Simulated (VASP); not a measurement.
Wanted: the native input for a VASP 6.6.1 run.

```
Task                   : electric field gradients
Functional             : PBEsol
Potentials or basis    : VASP PAW PBE potentials, release 64 (Al, N)
Cutoff                 : 520 eV
k mesh                 : 11 × 11 × 6
Occupations            : fermi-dirac, width 0.02 eV
Spin                   : no spin polarisation
Dipole correction      : no
Further INCAR settings : ALGO = Normal; EDIFF = 1e-08; NBANDS = 16
```

The structure of AlN lies in POSCAR:

```
AlN
1.0
    3.1732221946      0.0000000000      0.0000000000
   -1.5866110973      2.7480910324      0.0000000000
    0.0000000000      0.0000000000      4.9780000000
Al N
2 2
Direct
    0.3333333333      0.6666666667      0.0000000000
    0.6666666667      0.3333333333      0.5000000000
    0.3333333333      0.6666666667      0.3850000000
    0.6666666667      0.3333333333      0.8850000000
```

This cell differs from its parent crystal: equal xx and yy strain of +2 %.

One way to write it, as run:

INCAR

```
SYSTEM = AlN
PREC = Accurate ; ENCUT = 520
EDIFF = 1E-8 ; ISMEAR = -1
SIGMA = 0.02 ; LREAL = .False.
LASPH = .True. ; NELM = 120
ALGO = Normal ; ISIF = 2
LWAVE = .False. ; LCHARG = .False.
GGA = PS ; LEFG = .True.
NBANDS = 16 ; GGA_COMPAT = .False.
```

KPOINTS

```
Automatic mesh
0
Gamma
  11 11 6
  0 0 0
```

Potentials or basis: VASP PAW PBE potentials, release 64 (Al, N).

The run is started by

```sh
$ cat potpaw_PBE.64/Al/POTCAR potpaw_PBE.64/N/POTCAR > POTCAR
$ mpirun -np 1 vasp_std > vasp.out
```

Results of the run:

| Quantity | Value |
| --- | --- |
| Pressure | -7.2 GPa |
| Largest force | 0.022 eV/Å |
| Band gap on the k mesh | 3.70 eV |
| Largest electric field gradient by atom | Al +3.6; N -3.4 V/Å² |

Caveat: the cell differs from its parent crystal (equal xx and yy strain of +2 %); the stress differs along the axes, from -9 to -3 GPa; without QUAD_EFG the Cq values of the log hold for a quadrupole moment of 1 mb, not for the nuclei; the PAW data sets were made with another functional, which shifts forces and pressure a little.

It took 30 s on 1 thread of Intel Xeon 8259CL (shared host), peak memory 0.18 GiB.
